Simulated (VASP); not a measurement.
Here is a VASP 6.6.1 calculation.

The input INCAR:

```
ALGO = Normal
EDIFF = 1E-7
ENCUT = 520
GGA = PE
ISIF = 2
ISMEAR = -1
ISYM = 0
LASPH = T
LCHARG = F
LREAL = F
LWAVE = F
NBANDS = 12
NELM = 100
PREC = Accurate
SIGMA = 0.05
```

Contents of KPOINTS:

```
k-points
0
Gamma
  12 12 14
```

The input POSCAR:

```
In
1.0
   -1.6369195191      1.6369195191      2.4903342523
    1.6369195191     -1.6369195191      2.4903342523
    1.6369195191      1.6369195191     -2.4903342523
In
1
Direct
    0.0000000000      0.0000000000      0.0000000000
```

Potentials or basis: VASP PAW PBE potentials, release 64 (In_d).

Launch:

```console
$ cat potpaw_PBE.64/In_d/POTCAR > POTCAR
$ mpirun -np 1 vasp_std > vasp.out
```

Task: Predict the pressure.

Result: 1.1 GPa.

Stress tensor (GPa, compression positive):
```
 1.05 -0.18  0.16
-0.18  1.05  0.16
 0.16  0.16  1.32
```
